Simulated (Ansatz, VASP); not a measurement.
**One calculation of LiSi2B3, two programs**

```xyz
6
Lattice="3.3618 0.0000 0.0000 -1.6809 2.9114 0.0000 0.0000 0.0000 7.5913" Properties=species:S:1:pos:R:3 pbc="T T T"
Li    0.0000    0.0000    3.7957
Si    0.0000    1.9409    6.4587
Si    0.0000    1.9409    1.1326
B     0.0000    1.9409    3.0413
B     0.0000    1.9409    4.5500
B     1.6809    0.9705    0.0000
```

Alike in both runs: functional PBE; k mesh 12 × 12 × 6; occupations gaussian, width 0.1 eV; no spin polarisation.

Ansatz relaxed the structure, and its values are those at the end. VASP's run is a single point on that final structure, the one shown.

|  | VASP | Ansatz |
| --- | --- | --- |
| version | VASP 6.6.1 | Ansatz 0.2.0 |
| potentials or method | VASP PAW PBE potentials, release 64 (Li_sv, Si, B), cutoff 750 eV | scalar-relativistic, plane waves, PAW |
| valence electrons in the cell | 20 | 20 |

```tsv
	VASP	Ansatz	Ansatz less VASP
gap on the k mesh at the Fermi level (eV)	none	none	-
pressure (GPa)	0.0	0.0	+0.05
rms of the force components (eV/Å)	0.012	0.003	-0.0091
```

A gap of «none» marks a metal or a gap that the smearing closes.
